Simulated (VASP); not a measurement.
Au: single point with PBE

The system is Au, a slab with vacuum.

```xyz
5
Lattice="2.9402 0.0000 0.0000 0.0000 4.1581 0.0000 0.0000 0.0000 20.8804" Properties=species:S:1:pos:R:3 pbc="T T T"
Au    1.4701    2.0790    7.5000
Au    0.0000    0.0000    8.9701
Au    1.4701    2.0790   10.4402
Au    0.0000    0.0000   11.9103
Au    1.4701    2.0790   13.3804
```

This cell differs from its parent crystal: atoms taken out.

- Program: VASP 6.6.1
- Task: single point
- Functional: PBE
- Potentials or basis: VASP PAW PBE potentials, release 64 (Au)
- Cutoff: 520 eV
- k mesh: 12 × 8 × 1
- Occupations: gaussian, width 0.1 eV
- Spin: no spin polarisation

```yaml
Largest_force: 0.461 eV/Å
Band_gap_on_the_k_mesh: zero (an odd number of electrons rules out a gap without spin polarisation)
```

Forces on the atoms (eV/Å):
```
Au   0.000  0.000  0.401
Au   0.000  0.000 -0.461
Au   0.000  0.000  0.000
Au   0.000  0.000  0.461
Au   0.000  0.000 -0.401
```

Levels at points of the mesh, in eV from the Fermi level:
| k point | band 25 | band 26 | band 27 | band 28 | band 29 | band 30 | band 31 | band 32 |
| --- | --- | --- | --- | --- | --- | --- | --- | --- |
| (0.00, 0.00, 0.00) | -1.95 | -1.89 | -1.60 | -1.32 | 0.63 | 2.58 | 3.18 | 4.79 |
| (0.50, 0.00, 0.00) | -1.64 | -0.04 | 0.04 | 0.68 | 0.92 | 1.84 | 3.38 | 4.29 |
| (0.00, 0.50, 0.00) | -1.89 | -1.85 | -1.83 | -1.77 | -1.05 | 0.29 | 0.53 | 1.82 |
| (0.50, 0.50, 0.00) | -1.61 | 0.61 | 0.78 | 2.94 | 2.97 | 3.05 | 3.10 | 3.49 |

Run time: 12 min on 1 thread of Intel Xeon 8259CL, with other jobs on the host, peak memory 0.48 GiB.

Caveat: the cell differs from its parent crystal (atoms taken out); spin-orbit coupling is left out, which moves the levels of the heavy elements.
